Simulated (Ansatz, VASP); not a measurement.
## MnO in VASP and in Ansatz

File INCAR:

```
PREC = Accurate
ENCUT = 520
EDIFF = 1E-8
ISMEAR = -1
SIGMA = 0.05
LREAL = F
LASPH = T
NELM = 200
ALGO = Normal
ISIF = 2
LWAVE = F
LCHARG = F
ISPIN = 2
MAGMOM = 4 4 0 0
LORBIT = 11
LMAXMIX = 4
GGA = PS
LEFG = T
NBANDS = 31
GGA_COMPAT = F
```

Contents of KPOINTS:

```
regular mesh
0
Gamma
  14 14 8
```

POSCAR

```
MnO
1.0
    3.3028713931      0.0000000000      0.0000000000
   -1.6514356965      2.8603705318      0.0000000000
    0.0000000000      0.0000000000      5.2755609885
Mn O
2 2
Direct
    0.3333333333      0.6666666667      0.0109600000
    0.6666666667      0.3333333333      0.5109600000
    0.3333333333      0.6666666667      0.3754700000
    0.6666666667      0.3333333333      0.8754700000
```

Input for Ansatz:

```yaml
crystal:
  lattice:
    - [3.3028713931, 0.0, 0.0]
    - [-1.6514356965, 2.8603705318, 0.0]
    - [0.0, 0.0, 5.2755609885]
  atoms:
    - { symbol: Mn, position: [0.3333333333, 0.6666666667, 0.01096], spin: 4.0 }
    - { symbol: Mn, position: [0.6666666667, 0.3333333333, 0.51096], spin: 4.0 }
    - { symbol: O, position: [0.3333333333, 0.6666666667, 0.37547] }
    - { symbol: O, position: [0.6666666667, 0.3333333333, 0.87547] }
magnetization:
  spin_polarized: true
kpoints:
  mp_grid: { grid: [14, 14, 8] }
scf:
  occupations: { method: fermi_dirac, width: 0.05 }
hamiltonian:
  xc: pbesol
  pseudopotentials: { kind: all_electron, datasets: crystal }
output:
  forces: true
  stress: true
  eigenvalues: true
  efg: { contact_densities: true }
```

Change from the starting cell: volume scaled by 0.94, crystal datasets.

Alike in both runs: task electric field gradients; functional PBEsol; k mesh 14 × 14 × 8; occupations fermi-dirac, width 0.05 eV; collinear spin.

|  | VASP | Ansatz |
| --- | --- | --- |
| version | VASP 6.6.1 | Ansatz 0.2.0 |
| potentials or method | VASP PAW PBE potentials, release 64 (Mn_pv, O), cutoff 520 eV | all-electron PAW with datasets made for the crystal, scalar-relativistic |

```csv
,VASP,Ansatz,Ansatz less VASP
pressure (GPa),9.3,8.8,-0.51
"traceless stress, the component that is largest in VASP (GPa)",6.99,6.78,-0.203
rms of the force components (eV/Å),0.450,0.435,-0.0147
net moment per atom (μB),2.46,2.46,+0.001
size of the moment on the site where the two differ most (μB),4.33,3.72,-0.603
size of Vzz on the site where it differs most (V/Å²),27.3,27.9,+0.60
```

VASP's potentials were made for PBE, not for PBEsol. Site moments also hang on the region over which each program counts them. Atom by atom the forces differ by 0.015 eV/Å (rms over components). Ansatz ran all-electron here, and VASP with PAW potentials. Ansatz's warnings: frozen core search ended.
